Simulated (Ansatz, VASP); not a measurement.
# One calculation of ZnAu, two programs

Contents of INCAR:

```
SYSTEM = ZnAu
ALGO = Normal
EDIFF = 1E-6
ENCUT = 500
GGA = PE
GGA_COMPAT = .False.
ISIF = 2
ISMEAR = 0
LASPH = .True.
LCHARG = .False.
LREAL = .False.
LWAVE = .False.
NBANDS = 18
NELM = 120
PREC = Accurate
SIGMA = 0.15
```

Contents of KPOINTS:

```
k-points
0
Gamma
  16 16 16
  0 0 0
```

The input POSCAR:

```
ZnAu
1.0
    3.1470000000      0.0000000000      0.0000000000
    0.0000000000      3.1470000000      0.0000000000
    0.0000000000      0.0000000000      3.1470000000
Zn Au
1 1
Direct
    0.4404194471      0.5000000000      0.5000000000
    0.0000000000      0.0000000000      0.0000000000
```

Input for Ansatz:

```yaml
crystal:
  lattice:
    - [3.147, 0.0, 0.0]
    - [0.0, 3.147, 0.0]
    - [0.0, 0.0, 3.147]
  atoms:
    - { symbol: Zn, position: [0.4404194471, 0.5, 0.5] }
    - { symbol: Au, position: [0.0, 0.0, 0.0] }
basis:
  ecutwfc: 420
kpoints:
  mp_grid: { grid: [16, 16, 16] }
hamiltonian:
  xc: pbe
scf:
  occupations: { method: gaussian, width: 0.15 }
output:
  forces: true
  stress: true
  eigenvalues: true
```

Change from the starting cell: all Zn atoms moved +0.188 Å, as atom 1 towards its neighbour atom 1 (Zn) at 3.147 Å.

Alike in both runs: task single point; functional PBE; k mesh 16 × 16 × 16; occupations gaussian, width 0.15 eV; no spin polarisation.

|  | VASP | Ansatz |
| --- | --- | --- |
| version | VASP 6.6.1 | Ansatz 0.2.0 |
| potentials or method | VASP PAW PBE potentials, release 64 (Zn, Au), cutoff 500 eV | scalar-relativistic, plane waves, PAW |
| valence electrons in the cell | 23 | 31 |

|  | VASP | Ansatz | Ansatz less VASP |
| --- | --- | --- | --- |
| gap on the k mesh at the Fermi level (eV) | none | none | - |
| pressure (GPa) | 6.8 | 6.6 | -0.15 |
| traceless stress, the component that is largest in VASP (GPa) | -1.14 | -1.13 | +0.015 |
| rms of the force components (eV/Å) | 0.414 | 0.408 | -0.0059 |

Atom by atom the forces differ by 0.006 eV/Å (rms over components). A gap of «none» marks a metal or a gap that the smearing closes. VASP's potentials hold 23 valence electrons a cell and Ansatz's 31, so a difference there can come from the potentials and not from the codes.

Neither program's run includes spin-orbit coupling.
